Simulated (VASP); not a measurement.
# InSe (P-6m2) in VASP: notebook, part 2 of 2

VASP 6.6.1. The steps go on from the part before.

### Step 6. Single point, PBE

This run uses another cell than the first one, of 32.01 Å³/atom.

File INCAR:

```
ALGO     = Normal         # electronic algorithm
EDIFF    = 1E-6           # SCF threshold, eV
ENCUT    = 500            # plane-wave cutoff, eV
GGA      = PE             # functional
GGA_COMPAT= False        
ISIF     = 2              # what is computed and relaxed
ISMEAR   = 0              # smearing method
LASPH    = True           # aspherical terms in the spheres
LCHARG   = False          # write CHGCAR
LREAL    = False          # projectors in reciprocal space
LWAVE    = False          # write WAVECAR
NBANDS   = 48             # bands
NELM     = 120            # most SCF steps
PREC     = Accurate       # precision mode
SIGMA    = 0.013000000000000001 # smearing width, eV
```

File KPOINTS:

```
k-points
0
Gamma
  8 8 2
```

File POSCAR:

```
InSe
1.0
    4.0473293151      0.0000000000      0.0000000000
   -2.0236646576      3.5050900044      0.0000000000
    0.0000000000      0.0000000000     18.0520649100
In Se
4 4
Direct
    0.3333333333      0.6666666667      0.0773904900
    0.3333333333      0.6666666667      0.9226095100
    0.0000000000      0.0000000000      0.4226063200
    0.0000000000      0.0000000000      0.5773936800
    0.3333333333      0.6666666667      0.3529842800
    0.3333333333      0.6666666667      0.6470157200
    0.6666666667      0.3333333333      0.1469999300
    0.6666666667      0.3333333333      0.8530000700
```

Potentials or basis: VASP PAW PBE potentials, release 64 (In_d, Se).

Started as:

```sh
$ cat potpaw_PBE.64/In_d/POTCAR potpaw_PBE.64/Se/POTCAR > POTCAR
$ mpirun -np 1 vasp_std > vasp.out
```

It took 6 min on 1 thread of Oxide Virtual Turin-like, shared host; peak memory 0.41 GiB.

Results (log left out):

```
Free energy            : -28.4078 eV
Pressure               : 1.5 GPa
Largest force          : 0.255 eV/Å
Band gap on the k mesh : 0.72 eV
```

Forces in eV/Å, atoms in the order of the input:
```
In   0.000  0.000 -0.112
In   0.000  0.000  0.112
In   0.000  0.000  0.111
In   0.000  0.000 -0.111
Se   0.000  0.000 -0.253
Se   0.000  0.000  0.253
Se   0.000  0.000  0.255
Se   0.000  0.000 -0.255
```

Levels at points of the mesh, in eV from the valence-band top:
```csv
k point,band 35,band 36,band 37,band 38,band 39,band 40,band 41,band 42
"(0.00, 0.00, 0.00)",-0.95,-0.95,-0.94,0.00,0.72,1.50,2.24,2.28
"(0.50, 0.00, 0.00)",-1.93,-1.86,-1.44,-1.31,1.72,1.72,1.94,1.95
"(0.00, 0.00, 0.50)",-0.97,-0.97,-0.55,-0.54,1.18,1.20,2.26,2.27
"(0.50, 0.00, 0.50)",-1.90,-1.90,-1.38,-1.34,1.62,1.70,1.94,2.08
```

Caveat: spin-orbit coupling is left out, which moves the levels of the heavy elements; this functional lacks dispersion, which binds layers or chains, so the pressure and a relaxed spacing across them are unreliable. A k mesh can miss the band edges.

### Step 7. Single point, r2SCAN

This run uses another cell than the first one, of 30.78 Å³/atom.

File POSCAR:

```
InSe
1.0
    4.0434347830      0.0000000000      0.0000000000
   -2.0217173915      3.5017172406      0.0000000000
    0.0000000000      0.0000000000     17.3935356823
In Se
4 4
Direct
    0.3333333333      0.6666666667      0.0804002933
    0.3333333333      0.6666666667      0.9195997067
    0.0000000000      0.0000000000      0.4195950610
    0.0000000000      0.0000000000      0.5804049390
    0.3333333333      0.6666666667      0.3472247731
    0.3333333333      0.6666666667      0.6527752269
    0.6666666667      0.3333333333      0.1527702369
    0.6666666667      0.3333333333      0.8472297631
```

File INCAR.step1:

```
SYSTEM = InSe
  PREC = Accurate
  ENCUT = 520
  ISMEAR = -1
  SIGMA = 0.05
  LREAL = .False.
  LASPH = .True.
  NELM = 80
  NBANDS = 48
  GGA = PE
  ALGO = Normal
  EDIFF = 1E-4
  LWAVE = .True.
  LCHARG = .False.
```

File INCAR.step2:

```
SYSTEM = InSe
  PREC = Accurate
  ENCUT = 520
  EDIFF = 1E-7
  ISMEAR = -1
  SIGMA = 0.05
  LREAL = .False.
  LASPH = .True.
  NELM = 80
  ALGO = Normal
  ISIF = 2
  LWAVE = .False.
  LCHARG = .False.
  METAGGA = R2SCAN
  LMIXTAU = .True.
  NBANDS = 48
  ISTART = 1
```

File KPOINTS:

```
regular mesh
0
Gamma
  8 8 2
  0 0 0
```

Started as:

```sh
$ cat potpaw_PBE.64/In_d/POTCAR potpaw_PBE.64/Se/POTCAR > POTCAR
$ cp INCAR.step1 INCAR
$ mpirun -np 1 vasp_std > vasp.out
$ cp INCAR.step2 INCAR
$ mpirun -np 1 vasp_std > vasp.out
```

It took 50 min on 1 thread of Oxide Virtual Turin-like, shared host; peak memory 0.45 GiB.

It converged, with:

```
Free energy            : -152.9622 eV
Pressure               : 0.0 GPa
Largest force          : 0.016 eV/Å
Band gap on the k mesh : 0.92 eV
```

Forces on the atoms (eV/Å):
```
In   0.000  0.000 -0.004
In   0.000  0.000  0.004
In   0.000  0.000  0.004
In   0.000  0.000 -0.004
Se   0.000  0.000 -0.016
Se   0.000  0.000  0.016
Se   0.000  0.000  0.016
Se   0.000  0.000 -0.016
```

Levels at points of the mesh, in eV from the valence-band top:
```csv
k point,band 34,band 35,band 36,band 37,band 38,band 39,band 40,band 41,band 42,band 43
"(0.00, 0.00, 0.00)",-1.23,-1.22,-1.15,-1.15,0.00,0.92,1.88,2.57,2.61,4.66
"(0.50, 0.00, 0.00)",-2.24,-2.12,-2.07,-1.67,-1.49,1.78,1.87,2.08,2.18,3.88
"(0.00, 0.00, 0.50)",-1.17,-1.17,-1.17,-0.69,-0.67,1.48,1.51,2.59,2.61,4.68
"(0.50, 0.00, 0.50)",-2.26,-2.13,-2.12,-1.58,-1.49,1.70,1.77,2.13,2.33,3.84
```

Caveat: the PAW data sets were made with another functional, which shifts forces and pressure a little; spin-orbit coupling is left out, which moves the levels of the heavy elements.

### Step 8. The runs side by side

| level | potentials or basis | cell | cutoff (eV) | smearing | gap on the mesh (eV) | pressure (GPa) | largest force (eV/Å) |
| --- | --- | --- | --- | --- | --- | --- | --- |
| RPBE+D3(BJ) | VASP PAW PBE potentials, release 64 (In_d, Se) | a = 3.739, b = 3.739, c = 15.630 Å, angles 90.0, 90.0, 120.0°, 8 atoms, atomic positions A | 520 | fermi-dirac 0.05 eV | 0.77 | 0.1 | 0.02 |
| PBE | VASP PAW PBE potentials, release 64 (In_d, Se) | a = 4.047, b = 4.047, c = 18.052 Å, angles 90.0, 90.0, 120.0°, 8 atoms, atomic positions B | 520 | gaussian 0.014 eV | 0.72 | 1.5 | 0.25 |
| r2SCAN | VASP PAW PBE potentials, release 64 (In_d, Se) | a = 4.047, b = 4.047, c = 18.052 Å, angles 90.0, 90.0, 120.0°, 8 atoms, atomic positions B | 520 | fermi-dirac 0.05 eV | 1.13 | -0.1 | 0.04 |
| LDA | VASP PAW LDA potentials, release 64 (In_d, Se) | a = 4.047, b = 4.047, c = 18.052 Å, angles 90.0, 90.0, 120.0°, 8 atoms, atomic positions B | 520 | fermi-dirac 0.05 eV | 0.51 | -2.2 | 0.13 |
| PBE | VASP PAW PBE potentials, release 64 (In_d, Se) | a = 4.047, b = 4.047, c = 18.052 Å, angles 90.0, 90.0, 120.0°, 8 atoms, atomic positions B | 500 | gaussian 0.013 eV | 0.72 | 1.5 | 0.25 |
| r2SCAN | VASP PAW PBE potentials, release 64 (In_d, Se) | a = 4.043, b = 4.043, c = 17.394 Å, angles 90.0, 90.0, 120.0°, 8 atoms, atomic positions C | 520 | fermi-dirac 0.05 eV | 0.92 | 0.0 | 0.02 |

Alike in all rows: task single point; no spin polarisation; k mesh 8 × 8 × 2.

Caveats: spin-orbit coupling is left out, which moves the levels of the heavy elements; the PAW data sets were made with another functional, which shifts forces and pressure a little (at least some runs); this functional lacks dispersion, which binds layers or chains, so the pressure and a relaxed spacing across them are unreliable (at least some runs); the dispersion term is far too large for a dense solid, which distorts pressure and volume (at least some runs).

Absolute energies hang on the potentials; compare differences alone.
